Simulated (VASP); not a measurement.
# LiNb (P4/mmm) in VASP: a series of runs

LiNb is run at these levels: PBE; tasks: single point, relaxation of cell and atoms.

Program: VASP 6.6.1. These are calculated values, not measurements. Logs are shortened: lines on timing, memory, paths and dates and some standing lists are left out, and cuts for length are marked.

## Step 1: The cell of the first run

Symmetry: P4/mmm, No. 123, tetragonal system. Conventional cell: a = 2.642 Å, b = 2.642 Å, c = 5.079 Å, α = 90.00°, β = 90.00°, γ = 90.00°. Li (site symmetry 4/mmm) has 4 Li at 2.64 Å and 8 Nb at 3.15 Å within 3.5 Å. Within 3.5 Å of Nb (site symmetry 4/mmm) lie 4 Nb at 2.64 Å and 8 Li at 3.15 Å.

## Step 2: Single point, PBE

Input file INCAR:

```
PREC = Accurate
ENCUT = 520
EDIFF = 1E-6
ISMEAR = 0
SIGMA = 0.1
LREAL = False
LASPH = True
NELM = 80
ALGO = Fast
ISIF = 2
LWAVE = False
LCHARG = False
GGA = PE
NBANDS = 15
```

Input file KPOINTS:

```
Automatic mesh
0
Gamma
  6 6 6
```

Input file POSCAR:

```
LiNb
1.0
    2.6417690828      0.0000000000      0.0000000000
    0.0000000000      2.6417690828      0.0000000000
    0.0000000000      0.0000000000      5.0788620467
Li Nb
1 1
Direct
    0.5000000000      0.5000000000      0.5000000000
    0.0000000000      0.0000000000      0.0000000000
```

Potentials or basis: VASP PAW PBE potentials, release 64 (Li_sv, Nb_sv).

Run with:

```
cat potpaw_PBE.64/Li_sv/POTCAR potpaw_PBE.64/Nb_sv/POTCAR > POTCAR
mpirun -np 1 vasp_std > vasp.out
```

OUTCAR:

```text
PREC = Accurate
   ENCUT = 520
   EDIFF = 1E-6
   ISMEAR = 0
   LREAL = False
   LASPH = True
   NELM = 80
   ISIF = 2
   GGA = PE

 ion  position               nearest neighbor table
   1  0.500  0.500  0.500-
   2  0.000  0.000  0.000-

  LATTYP: Found a simple tetragonal cell.
 ALAT       =     2.6417690828
 C/A-ratio  =     1.9225230849

  Lattice vectors:

 A1 = (   2.6417690828,   0.0000000000,   0.0000000000)
 A2 = (   0.0000000000,   2.6417690828,   0.0000000000)
 A3 = (   0.0000000000,   0.0000000000,   5.0788620467)

Analysis of symmetry for initial positions (statically):
=====================================================================
 Subroutine PRICEL returns:
 Original cell was already a primitive cell.

 Routine SETGRP: Setting up the symmetry group for a
 simple tetragonal supercell.

 Subroutine GETGRP returns: Found 16 space group operations
 (whereof 16 operations were pure point group operations)
 out of a pool of 16 trial point group operations.

The static configuration has the point symmetry D_4h.

Analysis of symmetry for dynamics (positions and initial velocities):
=====================================================================
 Subroutine PRICEL returns:
 Original cell was already a primitive cell.

 Routine SETGRP: Setting up the symmetry group for a
 simple tetragonal supercell.

 Subroutine GETGRP returns: Found 16 space group operations
 (whereof 16 operations were pure point group operations)
 out of a pool of 16 trial point group operations.

The dynamic configuration has the point symmetry D_4h.

 Subroutine INISYM returns: Found 16 space group operations
 (whereof 16 operations are pure point group operations),
 and found     1 'primitive' translations

----------------------------------------------------------------------------------------

                                     Primitive cell

  volume of cell :      35.4451

  direct lattice vectors                    reciprocal lattice vectors
     2.641769083  0.000000000  0.000000000     0.378534220  0.000000000  0.000000000
     0.000000000  2.641769083  0.000000000     0.000000000  0.378534220  0.000000000
     0.000000000  0.000000000  5.078862047     0.000000000  0.000000000  0.196894499

  length of vectors
     2.641769083  2.641769083  5.078862047     0.378534220  0.378534220  0.196894499

  position of ions in fractional coordinates (direct lattice)
     0.500000000  0.500000000  0.500000000
[... 83 lines left out ...]
   NFREE  =      0    steps in history (QN), initial steepest desc. (CG)
   ISIF   =      2    stress and relaxation
   ISYM   =      2    0-nonsym 1-usesym 2-fastsym
   POTIM  = 0.5000    time-step for ionic-motion
   TEBEG  =    0.0;   TEEND  =   0.0 temperature during run
   PSTRESS=    0.0 pullay stress
   NELECT =      16.0000    total number of electrons
   NUPDOWN=      -1.0000    fix difference up-down
   EMIN   =  10.00;   EMAX   =-10.00  energy-range for DOS
   EFERMI =   0.00;   METHOD = LEGACY
   ISMEAR =     0;   SIGMA  =   0.10  broadening in eV -4-tet -1-fermi 0-gaus
   EFERMI_NEDOS =   21; number of points for ismear=-14 and -15
   IALGO  =     68    algorithm
   IMIX   =      4    mixing-type and parameters
     AMIX     =   0.40;   BMIX     =  1.00
     AMIX_MAG =   1.60;   BMIX_MAG =  1.00
  volume/ion in A,a.u.               =      17.72       119.60
  Fermi-wavevector in a.u.,A,eV,Ry     =   1.255826  2.373167 21.457732  1.577099
  Thomas-Fermi vector in A             =   2.389564
   LORBIT       =      0    0 simple, 1 ext, 2 COOP (PROOUT), +10 PAW based schemes
   GGA     = PE    functional components
   LHFCALC =     F    Hartree Fock is set to
   AEXX    =    0.0000 exact exchange contribution
   IVDW    =     0    specifies the selected vdW correction
   LEPSILON=     F    determine dielectric tensor
   LRPA    =     F    only Hartree local field effects (RPA)
 non-spin polarized calculation
 RMM-DIIS sequential band-by-band and
 Gauss-broadening in eV      SIGMA  =   0.10
  energy-cutoff  :      520.00
  volume of cell :       35.45
 maximum number of plane-waves:       984
 NGX is ok and might be reduce to    20
   NGX =  9   NGY =  9   NGZ = 19

 number of electron      15.9999996 magnetization

 Free energy of the ion-electron system (eV)
  ---------------------------------------------------
  ext. energy  EPLUGINS =         0.00000000
  ---------------------------------------------------
  free energy    TOTEN  =       -11.21142166 eV

  energy without entropy =      -11.20094076  energy(sigma->0) =      -11.20618121

 E-fermi :   5.8758     XC(G=0): -10.0882

 val. band max:        5.8303800300   @ k =   0.5000   0.1667   0.5000
 cond. band min:       5.8799925554   @ k =   0.3333   0.1667   0.3333
 fundamental gap:      0.0496125254
 Fermi energy:         5.8758450599

 k-point     1 :       0.0000    0.0000    0.0000
  band No.  band energies     occupation
      1     -48.7040      2.00000
      2     -39.3671      2.00000
      3     -24.7383      2.00000
      4     -23.8080      2.00000
      5     -23.8080      2.00000
      6       1.1503      2.00000
      7       3.3108      2.00000
      8       3.6552      2.00000
      9       6.1558      0.00008
     10       9.6732      0.00000
     11       9.6732      0.00000
     12      11.7283      0.00000
     13      12.3556      0.00000
     14      19.6637      0.00000
[... 401 lines left out ...]
      2     -39.3365      2.00000
      3     -25.5733      2.00000
      4     -24.5117      2.00000
      5     -23.6409      2.00000
      6       3.5527      2.00000
      7       4.1940      2.00000
      8       5.7725      1.85631
      9       7.6548      0.00000
     10       8.2710      0.00000
     11       8.3786      0.00000
     12      10.2953      0.00000
     13      13.5518      0.00000
     14      15.7142      0.00000
     15      16.1235      0.00000

 [... further k-points ...]
[... 5 lines left out ...]
  --------------------------------------------------------------------------------------
  -------------------------------------------------------------------------------------
  Total       -0.0765289     -0.0765289     -0.0157432      0.0000000      0.0000000      0.0000000
  in kB       -3.4592332     -3.4592332     -0.7116179      0.0000000      0.0000000      0.0000000
  external PRESSURE =      -2.5433614 kB  Pullay stress =       0.0000000 kB

 VOLUME and BASIS-vectors are now :
 -----------------------------------------------------------------------------
  energy-cutoff  :      520.00
  volume of cell :       35.45
      direct lattice vectors                 reciprocal lattice vectors
     2.641769083  0.000000000  0.000000000     0.378534220  0.000000000  0.000000000
     0.000000000  2.641769083  0.000000000     0.000000000  0.378534220  0.000000000
     0.000000000  0.000000000  5.078862047     0.000000000  0.000000000  0.196894499

 POSITION                                       TOTAL-FORCE (eV/Angst)
 -----------------------------------------------------------------------------------
      1.32088      1.32088      2.53943         0.000000      0.000000      0.000000
      0.00000      0.00000      0.00000         0.000000      0.000000      0.000000
 -----------------------------------------------------------------------------------
    total drift:                                0.000000      0.000000      0.000000

  FREE ENERGIE OF THE ION-ELECTRON SYSTEM (eV)
  ---------------------------------------------------
  free  energy   TOTEN  =       -11.2114216615 eV

  energy  without entropy=      -11.2009407569  energy(sigma->0) =      -11.20618121
```

OSZICAR:

```text
N       E                     dE             d eps       ncg     rms          rms(c)
DAV:   1     0.137123352987E+03    0.13712E+03   -0.83038E+03  1200   0.112E+03
DAV:   2    -0.187343090752E+01   -0.13900E+03   -0.13056E+03  1459   0.360E+02
DAV:   3    -0.115514267642E+02   -0.96780E+01   -0.93678E+01  2309   0.663E+01
[... 28 lines left out ...]
RMM:  32    -0.112114160221E+02   -0.14794E-05   -0.16952E-05  1102   0.177E-02    0.267E-02
RMM:  33    -0.112114183138E+02   -0.22916E-05   -0.25092E-05   965   0.154E-02    0.274E-02
RMM:  34    -0.112114192224E+02   -0.90862E-06   -0.11274E-05  1054   0.144E-02    0.274E-02
RMM:  35    -0.112114209488E+02   -0.17264E-05   -0.19562E-05  1104   0.136E-02    0.273E-02
RMM:  36    -0.112114216615E+02   -0.71272E-06   -0.84973E-06   944   0.126E-02
   1 F= -.11211422E+02 E0= -.11206181E+02  d E =-.104809E-01
```

stdout:

```text
POSCAR found type information on POSCAR LiNb
 POSCAR found :  2 types and       2 ions
 scaLAPACK will be used
 LDA part: xc-table for (Slater+PW92), standard interpolation
 POSCAR, INCAR and KPOINTS ok, starting setup
 FFT: planning ... GRIDC
 FFT: planning ... GRID_SOFT
 FFT: planning ... GRID
 WAVECAR not read
 entering main loop
WARNING in EDDRMM: call to ZHEGV failed, returncode =   8  4      6
WARNING in EDDRMM: call to ZHEGV failed, returncode =   6  3     11
```

It took 25 s on 1 thread of AMD EPYC 9R45 (Zen 5), shared host; peak memory 0.12 GiB.

Results:

```
Free energy            : -11.2114 eV
Band gap on the k mesh : zero (band 8 reaches 6.57 eV, above the bottom of band 9 at 4.82 eV)
```

Caveat: the k points lie up to 0.40 Å⁻¹ apart; the cutoff is under 1.25 times the usual one of these potentials, so pressure, stress and relaxed cells hold a basis-set (Pulay) error.

## Step 3: Relaxation of cell and atoms, PBE

This run uses another cell than the first one, of 14.64 Å³/atom, 0.826 times its volume.

Input file INCAR:

```
SYSTEM = LiNb
ALGO = Fast ; EDIFF = 1E-7
EDIFFG = -0.04 ; ENCUT = 600
GGA = PE ; IBRION = 2
ISIF = 3 ; ISMEAR = 0
LASPH = .True. ; LCHARG = .False.
LREAL = .False. ; LWAVE = .False.
NELM = 60 ; NSW = 90
PREC = Accurate ; SIGMA = 0.1
```

Input file KPOINTS:

```
k-points
0
Gamma
  6 6 6
  0 0 0
```

Input file POSCAR:

```
LiNb
1.0
    2.8165374820      0.0000000000      0.0000000000
    0.0000000000      2.8165374820      0.0000000000
    0.0000000000      0.0000000000      3.6916759139
Li Nb
1 1
Direct
    0.5000000000      0.5000000000      0.5000000000
    0.0000000000      0.0000000000      0.0000000000
```

Potentials or basis: VASP PAW PBE potentials, release 64 (Li_sv, Nb_sv).

Run with:

```
cat potpaw_PBE.64/Li_sv/POTCAR potpaw_PBE.64/Nb_sv/POTCAR > POTCAR
mpirun -np 1 vasp_std > vasp.out
```

OUTCAR:

```text
SYSTEM = LiNb
   EDIFF = 1E-7
   EDIFFG = -0.04
   ENCUT = 600
   GGA = PE
   IBRION = 2
   ISIF = 3
   ISMEAR = 0
   LASPH = .True.
   LREAL = .False.
   NELM = 60
   NSW = 90
   PREC = Accurate

 ion  position               nearest neighbor table
   1  0.500  0.500  0.500-   2 2.72   2 2.72   2 2.72   2 2.72   2 2.72   2 2.72   2 2.72   2 2.72

   2  0.000  0.000  0.000-   1 2.72   1 2.72   1 2.72   1 2.72   1 2.72   1 2.72   1 2.72   1 2.72

  LATTYP: Found a simple tetragonal cell.
 ALAT       =     2.8165374820
 C/A-ratio  =     1.3107142857

  Lattice vectors:

 A1 = (   2.8165374820,   0.0000000000,   0.0000000000)
 A2 = (   0.0000000000,   2.8165374820,   0.0000000000)
 A3 = (   0.0000000000,   0.0000000000,   3.6916759139)

Analysis of symmetry for initial positions (statically):
[... 382 lines left out ...]
      6       1.4547      2.00000
      7       3.7313      2.00000
      8       4.0807      2.00000
      9       6.9446      0.00000
     10       9.9545      0.00000
     11       9.9545      0.00000
     12      11.9770      0.00000
[... 331 lines left out ...]
 k-point    24 :       0.5000    0.0000    0.3333
  band No.  band energies     occupation
      1     -48.0743      2.00000
      2     -38.7694      2.00000
      3     -25.1488      2.00000
      4     -24.1363      2.00000
      5     -23.3061      2.00000
      6       3.9046      2.00000
      7       4.5450      2.00000
      8       6.0683      1.99224
      9       7.9573      0.00000
     10       8.5914      0.00000
     11       8.9968      0.00000
     12      10.5548      0.00000

 [... further k-points ...]

------------------------ aborting loop because EDIFF is reached ----------------------------------------

  FORCE on cell =-STRESS in cart. coord.  units (eV):
  Direction    XX          YY          ZZ          XY          YZ          ZX
  --------------------------------------------------------------------------------------
  -------------------------------------------------------------------------------------
  Total       -0.0502358     -0.0502358      0.0775543      0.0000000     -0.0000000      0.0000000
  in kB       -2.3673405     -2.3673405      3.6547167      0.0000000     -0.0000000      0.0000000
  external PRESSURE =      -0.3599881 kB  Pullay stress =       0.0000000 kB
[... 17 lines left out ...]
  FREE ENERGIE OF THE ION-ELECTRON SYSTEM (eV)
  ---------------------------------------------------
  free  energy   TOTEN  =       -11.1563712200 eV

  energy  without entropy=      -11.1420390026  energy(sigma->0) =      -11.14920511

 reached required accuracy - stopping structural energy minimisation
```

OSZICAR:

```text
N       E                     dE             d eps       ncg     rms          rms(c)
DAV:   1     0.151393338209E+03    0.15139E+03   -0.92868E+03   960   0.156E+03
DAV:   2     0.490001326746E+00   -0.15090E+03   -0.14431E+03  1044   0.472E+02
DAV:   3    -0.112968022636E+02   -0.11787E+02   -0.11002E+02  1844   0.922E+01
DAV:   4    -0.117746157987E+02   -0.47781E+00   -0.47419E+00  1204   0.182E+01
[... 641 lines left out ...]
RMM:  26    -0.111554814810E+02   -0.12244E-04   -0.20921E-04   914   0.112E-01    0.220E-02
RMM:  27    -0.111554583788E+02    0.23102E-04    0.14592E-04   885   0.111E-01    0.190E-02
RMM:  28    -0.111554726116E+02   -0.14233E-04   -0.22755E-04   864   0.109E-01    0.232E-02
RMM:  29    -0.111554484546E+02    0.24157E-04    0.15596E-04   810   0.108E-01    0.204E-02
RMM:  30    -0.111554647304E+02   -0.16276E-04   -0.25243E-04   818
```

Wall time 7.5 min (1 thread of AMD EPYC 9R45 (Zen 5), shared host); peak memory 0.14 GiB.

What came out:

- Free energy: -11.1564 eV
- Relaxed volume: 17.00 Å³/atom
- Relaxed cell: a = 2.658 Å, b = 2.658 Å, c = 4.812 Å, α = 90.00°, β = 90.00°, γ = 90.00°
- Space group after relaxing (to 0.05 Å): P4/mmm (No. 123)
- Energy gained by relaxing: 116.7 meV/atom
- Ionic steps: 14
- Pressure after relaxing: 0.0 GPa
- Band gap on the k mesh: zero (band 8 reaches 6.91 eV, above the bottom of band 9 at 5.49 eV)

Stress tensor (GPa, compression positive):
```
-0.24  0.00  0.00
 0.00 -0.24  0.00
 0.00  0.00  0.37
```

Step by step:
| step | energy change (eV) | largest force (eV/Å) | pressure (GPa) | volume (Å³) |
| --- | --- | --- | --- | --- |
| 1 | 0.0000 | 0.0000 | 5.28 | 29.29 |
| 2 | -0.0740 | 0.0000 | -0.26 | 31.37 |
| 3 | -0.0831 | 0.0000 | -1.48 | 31.80 |
| 4 | -0.0786 | 0.0000 | -3.30 | 32.67 |
| 5 | -0.1242 | 0.0000 | -3.32 | 33.14 |
| 6 | -0.1767 | 0.0000 | -2.82 | 34.13 |
| 7 | -0.1861 | 0.0000 | -0.16 | 35.35 |
| 8 | -0.1823 | 0.0000 | -3.57 | 34.39 |
| 9 | -0.2276 | 0.0000 | -1.83 | 34.95 |
| 10 | -0.2247 | 0.0000 | 0.64 | 33.53 |
| 11 | -0.2326 | 0.0000 | 0.39 | 33.91 |
| 12 | -0.2325 | 0.0000 | -0.20 | 34.13 |
| 13 | -0.2334 | 0.0000 | -0.22 | 34.09 |
| 14 | -0.2334 | 0.0000 | -0.04 | 34.00 |

Final structure:
```
Li Nb
1.0
     2.65822    0.00000    0.00000
     0.00000    2.65822    0.00000
     0.00000    0.00000    4.81151
Li Nb
1 1
Direct
  0.50000 0.50000 0.50000
  0.00000 0.00000 0.00000
```

Levels at points of the mesh, in eV from the Fermi level:
| k point | band 5 | band 6 | band 7 | band 8 | band 9 | band 10 | band 11 | band 12 |
| --- | --- | --- | --- | --- | --- | --- | --- | --- |
| (0.00, 0.00, 0.00) | -29.72 | -4.80 | -2.53 | -2.18 | 0.69 | 3.70 | 3.70 | 5.72 |
| (0.50, 0.00, 0.00) | -29.56 | -2.26 | -1.98 | -0.93 | 1.51 | 2.33 | 4.32 | 6.75 |
| (0.50, 0.50, 0.00) | -30.19 | -3.70 | -0.44 | -0.44 | 1.94 | 4.17 | 4.17 | 8.03 |
| (0.00, 0.00, 0.50) | -29.72 | -4.31 | -2.52 | -1.93 | -0.77 | 3.60 | 3.60 | 5.72 |
| (0.50, 0.00, 0.50) | -29.56 | -2.38 | -1.66 | 0.65 | 1.43 | 1.76 | 2.34 | 4.29 |
| (0.50, 0.50, 0.50) | -30.20 | -3.75 | -0.93 | -0.93 | 2.90 | 7.15 | 7.22 | 7.22 |

Caveat: the k points lie up to 0.39 Å⁻¹ apart in the final cell; the cutoff is under 1.25 times the usual one of these potentials, so pressure, stress and relaxed cells hold a basis-set (Pulay) error; the volume moved by over 15 % at a fixed basis, so the end points are rough.

## Step 4: Single point, PBE

This run uses another cell than the first one, of 17.48 Å³/atom, 0.986 times its volume.

Input file INCAR:

```
  PREC = Accurate
  ENCUT = 520
  EDIFF = 1E-6
  ISMEAR = 0
  SIGMA = 0.1
  LREAL = F
  LASPH = T
  NELM = 60
  ALGO = Fast
  ISIF = 2
  LWAVE = F
  LCHARG = F
  GGA = PE
  NBANDS = 15
```

Input file KPOINTS:

```
regular mesh
0
Gamma
  20 20 12
```

Input file POSCAR:

```
LiNb
1.0
    2.6248545677      0.0000000000      0.0000000000
    0.0000000000      2.6248545677      0.0000000000
    0.0000000000      0.0000000000      5.0729362864
Li Nb
1 1
Direct
    0.5000000000      0.5000000000      0.5000000000
    0.0000000000      0.0000000000      0.0000000000
```

Run with:

```
cat potpaw_PBE.64/Li_sv/POTCAR potpaw_PBE.64/Nb_sv/POTCAR > POTCAR
mpirun -np 1 vasp_std > vasp.out
```

Run time: 6.1 min. Hardware: 1 thread of AMD EPYC 9R45 (Zen 5), shared host; peak memory 0.31 GiB.

The run converged. Its results:

```
Free energy            : -11.2493 eV
Band gap on the k mesh : zero (band 8 reaches 6.80 eV, above the bottom of band 9 at 4.90 eV)
```

Levels at points of the mesh, in eV from the Fermi level:
| k point | band 4 | band 5 | band 6 | band 7 | band 8 | band 9 | band 10 | band 11 | band 12 | band 13 |
| --- | --- | --- | --- | --- | --- | --- | --- | --- | --- | --- |
| (0.00, 0.00, 0.00) | -29.72 | -29.72 | -4.82 | -2.74 | -2.34 | 0.20 | 3.81 | 3.81 | 5.88 | 6.45 |
| (0.50, 0.00, 0.00) | -30.41 | -29.54 | -2.41 | -1.94 | -0.91 | 1.58 | 2.32 | 4.47 | 6.19 | 6.48 |
| (0.50, 0.50, 0.00) | -31.30 | -30.19 | -3.96 | -0.52 | -0.52 | 2.18 | 4.42 | 4.42 | 7.60 | 8.31 |
| (0.00, 0.00, 0.50) | -29.72 | -29.72 | -4.40 | -2.74 | -2.14 | -1.17 | 3.75 | 3.75 | 5.88 | 8.56 |
| (0.50, 0.00, 0.50) | -30.41 | -29.54 | -2.47 | -1.76 | 0.64 | 1.25 | 1.81 | 2.32 | 4.45 | 7.58 |
| (0.50, 0.50, 0.50) | -31.30 | -30.19 | -3.99 | -0.86 | -0.86 | 2.89 | 6.82 | 6.82 | 7.27 | 8.30 |

Caveat: the cutoff is under 1.25 times the usual one of these potentials, so pressure, stress and relaxed cells hold a basis-set (Pulay) error.

## Step 5: The runs side by side

```tsv
task	cell	k mesh	cutoff (eV)	gap on the mesh (eV)
single point	a = 2.642, b = 2.642, c = 5.079 Å, 2 atoms	6 × 6 × 6	520	none
relaxation of cell and atoms	relaxed from a = 2.817, b = 2.817, c = 3.692 Å, 2 atoms	6 × 6 × 6	600	none
single point	a = 2.625, b = 2.625, c = 5.073 Å, 2 atoms	20 × 20 × 12	520	none
```

Alike in all rows: level PBE; potentials or basis VASP PAW PBE potentials, release 64 (Li_sv, Nb_sv); no spin polarisation; smearing gaussian 0.1 eV.

Caveats: some runs use coarse meshes; the cutoff is under 1.25 times the usual one of these potentials, so pressure, stress and relaxed cells hold a basis-set (Pulay) error; the volume moved by over 15 % at a fixed basis, so the end points are rough (some runs).

Total energies depend on the potentials used, so only differences within one code and one set of settings carry meaning.
